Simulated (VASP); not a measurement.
# LiZn3 (Fm-3m) in VASP: a series of runs

LiZn3 is run at these levels: LDA; tasks: single point.

All numbers are computed with VASP 6.6.1; they aren't measurements. Logs are shortened: lines on timing, memory, paths and dates and some standing lists are left out, and cuts for length are marked.

### Step 1. The cell of the first run

It takes space group Fm-3m (No. 225, cubic). The conventional cell has a = 5.708 Å, b = 5.708 Å, c = 5.708 Å, α = 90.00°, β = 90.00°, γ = 90.00°. Li (site symmetry m-3m) has 14 Zn at 2.47 to 2.85 Å within 3.3 Å. Zn (site symmetry -43m) has 4 Li at 2.47 Å and 10 Zn at 2.47 to 2.85 Å within 3.3 Å. Zn (site symmetry m-3m) has 8 Zn at 2.47 Å and 6 Li at 2.85 Å within 3.3 Å.

### Step 2. Single point, LDA

Contents of INCAR:

```
ALGO     = Normal         # electronic algorithm
EDIFF    = 1E-6           # SCF threshold, eV
ENCUT    = 520            # plane-wave cutoff, eV
GGA      = CA             # functional
ISIF     = 2              # what is computed and relaxed
ISMEAR   = 1              # smearing method
LASPH    = True           # aspherical terms in the spheres
LCHARG   = True           # write CHGCAR
LELF     = True           # ELF
LREAL    = False          # projectors in reciprocal space
LVHAR    = True         
LWAVE    = False          # write WAVECAR
NBANDS   = 28             # bands
NELM     = 60             # most SCF steps
PREC     = Accurate       # precision mode
SIGMA    = 0.15           # smearing width, eV
```

Contents of KPOINTS:

```
k-points
0
Gamma
  6 6 6
```

Contents of POSCAR:

```
LiZn3
1.0
    0.0000000000      2.8540912825      2.8540912825
    2.8540912825      0.0000000000      2.8540912825
    2.8540912825      2.8540912825      0.0000000000
Li Zn
1 3
Direct
    0.0000000000      0.0000000000      0.0000000000
    0.2500000000      0.2500000000      0.2500000000
    0.7500000000      0.7500000000      0.7500000000
    0.5000000000      0.5000000000      0.5000000000
```

Potentials or basis: VASP PAW LDA potentials, release 64 (Li_sv, Zn).

Launch:

```sh
> cat potpaw_LDA.64/Li_sv/POTCAR potpaw_LDA.64/Zn/POTCAR > POTCAR
> mpirun -np 1 vasp_std > vasp.out
```

OUTCAR:

```text
EDIFF = 1E-6
   ENCUT = 520
   GGA = CA
   ISIF = 2
   ISMEAR = 1
   LASPH = True
   LREAL = False
   NELM = 60
   PREC = Accurate

 ion  position               nearest neighbor table
   1  0.000  0.000  0.000-   3 2.47   3 2.47   3 2.47   2 2.47   3 2.47   2 2.47   2 2.47   2 2.47

   2  0.250  0.250  0.250-   1 2.47   1 2.47   1 2.47   1 2.47   4 2.47   4 2.47   4 2.47   4 2.47
                             3 2.85   3 2.85   3 2.85   3 2.85   3 2.85   3 2.85
   3  0.750  0.750  0.750-   4 2.47   4 2.47   4 2.47   1 2.47   4 2.47   1 2.47   1 2.47   1 2.47
                             2 2.85   2 2.85   2 2.85   2 2.85   2 2.85   2 2.85
   4  0.500  0.500  0.500-   2 2.47   2 2.47   2 2.47   2 2.47   3 2.47   3 2.47   3 2.47   3 2.47

  LATTYP: Found a face centered cubic cell.
 ALAT       =     5.7081825650

  Lattice vectors:

 A1 = (   0.0000000000,   2.8540912825,   2.8540912825)
 A2 = (   2.8540912825,   0.0000000000,   2.8540912825)
 A3 = (   2.8540912825,   2.8540912825,   0.0000000000)

Analysis of symmetry for initial positions (statically):
=====================================================================
 Subroutine PRICEL returns:
 Original cell was already a primitive cell.

 Routine SETGRP: Setting up the symmetry group for a
 face centered cubic supercell.

 Subroutine GETGRP returns: Found 48 space group operations
 (whereof 48 operations were pure point group operations)
 out of a pool of 48 trial point group operations.

The static configuration has the point symmetry O_h .

Analysis of symmetry for dynamics (positions and initial velocities):
=====================================================================
 Subroutine PRICEL returns:
 Original cell was already a primitive cell.

 Routine SETGRP: Setting up the symmetry group for a
 face centered cubic supercell.

 Subroutine GETGRP returns: Found 48 space group operations
 (whereof 48 operations were pure point group operations)
 out of a pool of 48 trial point group operations.

The dynamic configuration has the point symmetry O_h .

 Subroutine INISYM returns: Found 48 space group operations
 (whereof 48 operations are pure point group operations),
 and found     1 'primitive' translations

----------------------------------------------------------------------------------------

                                     Primitive cell

  volume of cell :      46.4979

  direct lattice vectors                    reciprocal lattice vectors
     0.000000000  2.854091283  2.854091283    -0.175187109  0.175187109  0.175187109
     2.854091283  0.000000000  2.854091283     0.175187109 -0.175187109  0.175187109
     2.854091283  2.854091283  0.000000000     0.175187109  0.175187109 -0.175187109

  length of vectors
     4.036294600  4.036294600  4.036294600     0.303432973  0.303432973  0.303432973

  position of ions in fractional coordinates (direct lattice)
     0.000000000  0.000000000  0.000000000
     0.250000000  0.250000000  0.250000000
     0.750000000  0.750000000  0.750000000
     0.500000000  0.500000000  0.500000000

  ion indices of the primitive-cell ions
   primitive index   ion index
                 1           1
                 2           2
                 3           3
                 4           4

----------------------------------------------------------------------------------------

 KPOINTS: k-points

Automatic generation of k-mesh.
 Grid dimensions read from file:
 generate k-points for:    6    6    6

 Generating k-lattice:

  Cartesian coordinates                     Fractional coordinates (reciprocal lattice)
    -0.029197851  0.029197851  0.029197851     0.166666667  0.000000000  0.000000000
     0.029197851 -0.029197851  0.029197851     0.000000000  0.166666667  0.000000000
     0.029197851  0.029197851 -0.029197851     0.000000000  0.000000000  0.166666667

  Length of vectors
     0.050572162  0.050572162  0.050572162

  Shift w.r.t. Gamma in fractional coordinates (k-lattice)
     0.000000000  0.000000000  0.000000000

 Subroutine IBZKPT returns following result:
 ===========================================

 Found     16 irreducible k-points:

 Following reciprocal coordinates:
            Coordinates               Weight
  0.000000  0.000000  0.000000      1.000000
  0.166667  0.000000  0.000000      8.000000
  0.333333  0.000000  0.000000      8.000000
  0.500000  0.000000  0.000000      4.000000
  0.166667  0.166667  0.000000      6.000000
  0.333333  0.166667  0.000000     24.000000
[... 8 lines left out ...]
 -0.333333  0.333333  0.166667     24.000000
 -0.333333  0.500000  0.166667     12.000000
   k-points           NKPTS =     16   k-points in BZ     NKDIM =     16   number of bands    NBANDS=     28
   number of dos      NEDOS =    301   number of ions     NIONS =      4
   total plane-waves  NPLWV =  27000
   dimension x,y,z NGX =    30 NGY =   30 NGZ =   30
   dimension x,y,z NGXF=    60 NGYF=   60 NGZF=   60
[... 31 lines left out ...]
   IMIX   =      4    mixing-type and parameters
     AMIX     =   0.40;   BMIX     =  1.00
     AMIX_MAG =   1.60;   BMIX_MAG =  1.00
  volume/ion in A,a.u.               =      11.62        78.45
  Fermi-wavevector in a.u.,A,eV,Ry     =   1.543898  2.917544 32.431119  2.383620
  Thomas-Fermi vector in A             =   2.649495
   LORBIT       =      0    0 simple, 1 ext, 2 COOP (PROOUT), +10 PAW based schemes
   GGA     = CA    functional components
   LHFCALC =     F    Hartree Fock is set to
   AEXX    =    0.0000 exact exchange contribution
   IVDW    =     0    specifies the selected vdW correction
   LEPSILON=     F    determine dielectric tensor
   LRPA    =     F    only Hartree local field effects (RPA)
 non-spin polarized calculation
 Methfessel and Paxton  Order N= 1 SIGMA  =   0.15
  energy-cutoff  :      520.00
  volume of cell :       46.50
 maximum number of plane-waves:      1272
   NGX = 15   NGY = 15   NGZ = 15

 number of electron      39.0000045 magnetization

 Free energy of the ion-electron system (eV)
  ---------------------------------------------------
  ext. energy  EPLUGINS =         0.00000000
  ---------------------------------------------------
  free energy    TOTEN  =        -8.28066115 eV

  energy without entropy =       -8.27665451  energy(sigma->0) =       -8.27932560

 E-fermi :   4.2000     XC(G=0): -12.3192

 val. band max:        3.9558313374   @ k =   0.5000   0.5000   0.0000
 cond. band min:       4.2183175891   @ k =   0.3333   0.1667   0.0000
 fundamental gap:      0.2624862517
 Fermi energy:         4.1999674587

 k-point     1 :       0.0000    0.0000    0.0000
  band No.  band energies     occupation
      1     -40.9018      2.00000
      2      -6.6303      2.00000
      3      -4.6648      2.00000
      4      -4.6648      2.00000
      5      -4.2808      2.00000
      6      -4.2808      2.00000
[... 20 lines left out ...]
     27      10.0263      0.00000
     28      11.4174      0.00000

 k-point     2 :       0.1667    0.0000    0.0000
  band No.  band energies     occupation
      1     -40.9016      2.00000
      2      -6.2920      2.00000
      3      -4.6084      2.00000
      4      -4.6084      2.00000
      5      -4.4243      2.00000
      6      -4.3587      2.00000
[... 20 lines left out ...]
     27      11.6536      0.00000
     28      13.5097      0.00000

 k-point     3 :       0.3333    0.0000    0.0000
  band No.  band energies     occupation
      1     -40.9010      2.00000
      2      -5.4145      2.00000
      3      -4.4558      2.00000
      4      -4.4558      2.00000
      5      -4.4408      2.00000
      6      -4.4167      2.00000
[... 20 lines left out ...]
     27      14.2392      0.00000
     28      18.1436      0.00000

 k-point     4 :       0.5000    0.0000    0.0000
  band No.  band energies     occupation
      1     -40.9005      2.00000
      2      -4.8403      2.00000
      3      -4.4418      2.00000
      4      -4.4418      2.00000
      5      -4.4032      2.00000
      6      -4.3369      2.00000
[... 330 lines left out ...]
     27      15.2811      0.00000
     28      17.6392      0.00000

 k-point    15 :      -0.3333    0.3333    0.1667
  band No.  band energies     occupation
      1     -40.9003      2.00000
      2      -4.6848      2.00000
      3      -4.6434      2.00000
      4      -4.4727      2.00000
      5      -4.3946      2.00000
      6      -4.3934      2.00000
[... 20 lines left out ...]
     27      16.5675      0.00000
     28      17.0378      0.00000

 k-point    16 :      -0.3333    0.5000    0.1667
  band No.  band energies     occupation
      1     -40.9002      2.00000
      2      -4.7208      2.00000
      3      -4.6335      2.00000
      4      -4.5884      2.00000
      5      -4.3899      2.00000
      6      -4.2431      2.00000
[... 20 lines left out ...]
     27      17.1940      0.00000
     28      17.6203      0.00000

------------------------ aborting loop because EDIFF is reached ----------------------------------------

  FORCE on cell =-STRESS in cart. coord.  units (eV):
  Direction    XX          YY          ZZ          XY          YZ          ZX
  --------------------------------------------------------------------------------------
  -------------------------------------------------------------------------------------
  Total        3.1190603      3.1190603      3.1190603      0.0000000     -0.0000000     -0.0000000
  in kB      107.4733488    107.4733488    107.4733488      0.0000000     -0.0000000     -0.0000000
  external PRESSURE =     107.4733488 kB  Pullay stress =       0.0000000 kB

 VOLUME and BASIS-vectors are now :
 -----------------------------------------------------------------------------
  energy-cutoff  :      520.00
  volume of cell :       46.50
      direct lattice vectors                 reciprocal lattice vectors
     0.000000000  2.854091283  2.854091283    -0.175187109  0.175187109  0.175187109
     2.854091283  0.000000000  2.854091283     0.175187109 -0.175187109  0.175187109
     2.854091283  2.854091283  0.000000000     0.175187109  0.175187109 -0.175187109

 POSITION                                       TOTAL-FORCE (eV/Angst)
 -----------------------------------------------------------------------------------
      0.00000      0.00000      0.00000         0.000000      0.000000      0.000000
      1.42705      1.42705      1.42705         0.000000      0.000000     -0.000000
      4.28114      4.28114      4.28114        -0.000000     -0.000000      0.000000
      2.85409      2.85409      2.85409         0.000000      0.000000      0.000000
 -----------------------------------------------------------------------------------
    total drift:                                0.000000     -0.000000      0.000000

  FREE ENERGIE OF THE ION-ELECTRON SYSTEM (eV)
  ---------------------------------------------------
  free  energy   TOTEN  =        -8.2806611513 eV

  energy  without entropy=       -8.2766545107  energy(sigma->0) =       -8.27932560
```

Wall time 45 s (1 thread of AMD EPYC 7R13, shared host); peak memory 0.12 GiB.

What came out:

```
Free energy            : -8.2807 eV
Band gap on the k mesh : zero (an odd number of electrons rules out a gap without spin polarisation)
```

Levels at points of the mesh, in eV from the Fermi level:
| k point | band 15 | band 16 | band 17 | band 18 | band 19 | band 20 | band 21 | band 22 | band 23 | band 24 |
| --- | --- | --- | --- | --- | --- | --- | --- | --- | --- | --- |
| (0.00, 0.00, 0.00) | -7.45 | -7.42 | -7.42 | 2.80 | 2.80 | 2.80 | 3.70 | 3.70 | 3.70 | 4.28 |
| (0.50, 0.00, 0.00) | -7.37 | -7.37 | -6.59 | -6.52 | 1.34 | 1.34 | 2.37 | 2.37 | 3.19 | 5.77 |
| (0.50, 0.50, 0.00) | -7.29 | -7.29 | -5.73 | -5.38 | -2.64 | -2.64 | -0.24 | 3.23 | 11.29 | 11.29 |

Caveat: the cutoff is under 1.25 times the usual one of these potentials, so pressure, stress and relaxed cells hold a basis-set (Pulay) error.

### Step 3. Single point, LDA

This run uses another cell than the first one, of 12.14 Å³/atom.

Contents of INCAR:

```
SYSTEM = LiZn3
PREC     = Accurate       ! precision mode
ENCUT    = 520            ! plane-wave cutoff, eV
EDIFF    = 1E-6           ! SCF threshold, eV
ISMEAR   = 1              ! smearing method
SIGMA    = 0.15           ! smearing width, eV
LREAL    = .False.        ! projectors in reciprocal space
LASPH    = .True.         ! aspherical terms in the spheres
NELM     = 100            ! most SCF steps
ALGO     = Normal         ! electronic algorithm
ISIF     = 2              ! what is computed and relaxed
LWAVE    = .False.        ! write WAVECAR
LCHARG   = .False.        ! write CHGCAR
NBANDS   = 28             ! bands
```

Contents of KPOINTS:

```
regular mesh
0
Gamma
  6 6 6
  0 0 0
```

Contents of POSCAR:

```
LiZn3
1.0
    0.0000000000      2.8953007231      2.8953007231
    2.8953007231      0.0000000000      2.8953007231
    2.8953007231      2.8953007231      0.0000000000
Li Zn
1 3
Direct
    0.0000000000      0.0000000000      0.0000000000
    0.2500000000      0.2500000000      0.2500000000
    0.7500000000      0.7500000000      0.7500000000
    0.5000000000      0.5000000000      0.5000000000
```

Potentials or basis: VASP PAW LDA potentials, release 64 (Li_sv, Zn).

Launch:

```sh
> cat potpaw_LDA.64/Li_sv/POTCAR potpaw_LDA.64/Zn/POTCAR > POTCAR
> mpirun -np 1 vasp_std > vasp.out
```

Wall time 43 s (1 thread of AMD EPYC 7R13, shared host); peak memory 0.12 GiB.

Results (log left out):

```yaml
Free_energy: -8.3832 eV
Band_gap_on_the_k_mesh: zero (an odd number of electrons rules out a gap without spin polarisation)
```

Levels at points of the mesh, in eV from the Fermi level:
```csv
k point,band 17,band 18,band 19,band 20,band 21,band 22
"(0.00, 0.00, 0.00)",-7.30,2.80,2.80,2.80,3.67,3.67
"(0.50, 0.00, 0.00)",-6.39,-6.35,1.38,1.38,2.39,2.39
"(0.50, 0.50, 0.00)",-5.60,-5.22,-2.43,-2.43,-0.32,3.11
```

Caveat: the cutoff is under 1.25 times the usual one of these potentials, so pressure, stress and relaxed cells hold a basis-set (Pulay) error.

### Step 4. Single point, LDA

This run uses another cell than the first one, of 12.50 Å³/atom.

Contents of INCAR:

```
SYSTEM = LiZn3
  PREC = Accurate
  ENCUT = 520
  EDIFF = 1E-6
  ISMEAR = 1
  SIGMA = 0.15
  LREAL = .FALSE.
  LASPH = .TRUE.
  NELM = 100
  ALGO = Normal
  ISIF = 2
  LWAVE = .FALSE.
  LCHARG = .FALSE.
  GGA = CA
  NBANDS = 28
```

Contents of KPOINTS:

```
Automatic mesh
0
G
  6 6 6
  0 0 0
```

Contents of POSCAR:

```
LiZn3
1.0
    0.0000000000      2.9242042954      2.9242042954
    2.9242042954      0.0000000000      2.9242042954
    2.9242042954      2.9242042954      0.0000000000
Li Zn
1 3
Direct
    0.0000000000      0.0000000000      0.0000000000
    0.2500000000      0.2500000000      0.2500000000
    0.7500000000      0.7500000000      0.7500000000
    0.5000000000      0.5000000000      0.5000000000
```

Launch:

```sh
> cat potpaw_LDA.64/Li_sv/POTCAR potpaw_LDA.64/Zn/POTCAR > POTCAR
> mpirun -np 1 vasp_std > vasp.out
```

Run time: 46 s. Hardware: 1 thread of AMD EPYC 7R13, shared host; peak memory 0.13 GiB.

It converged, with:

- Free energy: -8.4202 eV
- Band gap on the k mesh: zero (an odd number of electrons rules out a gap without spin polarisation)

Levels at points of the mesh, in eV from the Fermi level:
```tsv
k point	band 15	band 16	band 17	band 18	band 19	band 20	band 21	band 22	band 23	band 24
(0.00, 0.00, 0.00)	-7.23	-7.21	-7.21	2.80	2.80	2.80	3.65	3.65	3.65	3.78
(0.50, 0.00, 0.00)	-7.16	-7.16	-6.29	-6.19	1.41	1.41	2.40	2.40	2.85	5.44
(0.50, 0.50, 0.00)	-7.09	-7.09	-5.50	-5.10	-2.29	-2.29	-0.36	3.03	10.80	10.80
```

Caveat: the cutoff is under 1.25 times the usual one of these potentials, so pressure, stress and relaxed cells hold a basis-set (Pulay) error.

### Step 5. Single point, LDA

This run uses another cell than the first one, of 12.79 Å³/atom.

Contents of INCAR:

```
SYSTEM = LiZn3
ALGO     = Normal         ! electronic algorithm
EDIFF    = 1E-6           ! SCF threshold, eV
ENCUT    = 520            ! plane-wave cutoff, eV
GGA      = CA             ! functional
ISIF     = 2              ! what is computed and relaxed
ISMEAR   = 1              ! smearing method
LASPH    = .TRUE.         ! aspherical terms in the spheres
LCHARG   = .TRUE.         ! write CHGCAR
LELF     = .TRUE.         ! ELF
LREAL    = .FALSE.        ! projectors in reciprocal space
LVHAR    = .TRUE.       
LWAVE    = .FALSE.        ! write WAVECAR
NBANDS   = 28             ! bands
NELM     = 60             ! most SCF steps
PREC     = Accurate       ! precision mode
SIGMA    = 0.15           ! smearing width, eV
```

Contents of KPOINTS:

```
k-points
0
G
  6 6 6
  0 0 0
```

Contents of POSCAR:

```
LiZn3
1.0
    0.0000000000      2.9462937634      2.9462937634
    2.9462937634      0.0000000000      2.9462937634
    2.9462937634      2.9462937634      0.0000000000
Li Zn
1 3
Direct
    0.0000000000      0.0000000000      0.0000000000
    0.2500000000      0.2500000000      0.2500000000
    0.7500000000      0.7500000000      0.7500000000
    0.5000000000      0.5000000000      0.5000000000
```

Launch:

```sh
> cat potpaw_LDA.64/Li_sv/POTCAR potpaw_LDA.64/Zn/POTCAR > POTCAR
> mpirun -np 1 vasp_std > vasp.out
```

Wall time 49 s (1 thread of AMD EPYC 7R13, shared host); peak memory 0.13 GiB.

The run converged. Its results:

* Free energy: -8.4310 eV
* Band gap on the k mesh: zero (an odd number of electrons rules out a gap without spin polarisation)

Levels at points of the mesh, in eV from the Fermi level:
```csv
k point,band 15,band 16,band 17,band 18,band 19,band 20,band 21,band 22,band 23,band 24
"(0.00, 0.00, 0.00)",-7.16,-7.15,-7.15,2.80,2.80,2.80,3.63,3.63,3.63,3.64
"(0.50, 0.00, 0.00)",-7.09,-7.09,-6.22,-6.06,1.43,1.43,2.42,2.42,2.76,5.34
"(0.50, 0.50, 0.00)",-7.03,-7.03,-5.42,-5.01,-2.19,-2.19,-0.40,2.98,10.66,10.66
```

Caveat: the cutoff is under 1.25 times the usual one of these potentials, so pressure, stress and relaxed cells hold a basis-set (Pulay) error.

### Step 6. Summary

| cell | gap on the mesh (eV) |
| --- | --- |
| a = 4.036 Å, angles 60.0°, 4 atoms | none |
| a = 4.095 Å, angles 60.0°, 4 atoms | none |
| a = 4.135 Å, angles 60.0°, 4 atoms | none |
| a = 4.167 Å, angles 60.0°, 4 atoms | none |

Alike in all rows: task single point; level LDA; potentials or basis VASP PAW LDA potentials, release 64 (Li_sv, Zn); no spin polarisation; k mesh 6 × 6 × 6; cutoff (eV) 520; smearing methfessel-paxton 0.15 eV.

Caveats: the cutoff is under 1.25 times the usual one of these potentials, so pressure, stress and relaxed cells hold a basis-set (Pulay) error.

Total energies depend on the potentials used, so only differences within one code and one set of settings carry meaning.

The gap in the log of VASP goes by the Fermi energy; the results here count the filled bands.